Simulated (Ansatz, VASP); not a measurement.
## Two plane-wave programs on Tl

```
Tl
1.0
     3.46179    0.00000    0.00000
    -1.73090    2.99800    0.00000
     0.00000    0.00000    5.51189
Tl
2
Direct
  0.00000 0.00000 0.00000
  0.33333 0.66667 0.50000
```

Alike in both runs: functional PBEsol; k mesh 18 × 18 × 10; no spin polarisation.

Ansatz relaxed the structure, and its values are those at the end. VASP's run is a single point on that final structure, the one shown.

|  | VASP | Ansatz |
| --- | --- | --- |
| version | VASP 6.6.1 | Ansatz 0.2.0 |
| potentials or method | VASP PAW PBE potentials, release 64 (Tl_d) | plane-wave PAW, scalar-relativistic |
| plane-wave cutoff (eV) | 520 | 420 |
| occupations | methfessel-paxton of order 1, width 0.1 eV | cold, width 0.1 eV |
| valence electrons in the cell | 26 | 26 |

VASP gave:

* pressure (GPa): -0.1

What did Ansatz give for the same quantities?

Pressure (GPa): 0.0.

VASP's potentials were made for PBE, not for PBEsol.

Spin-orbit coupling is off throughout.
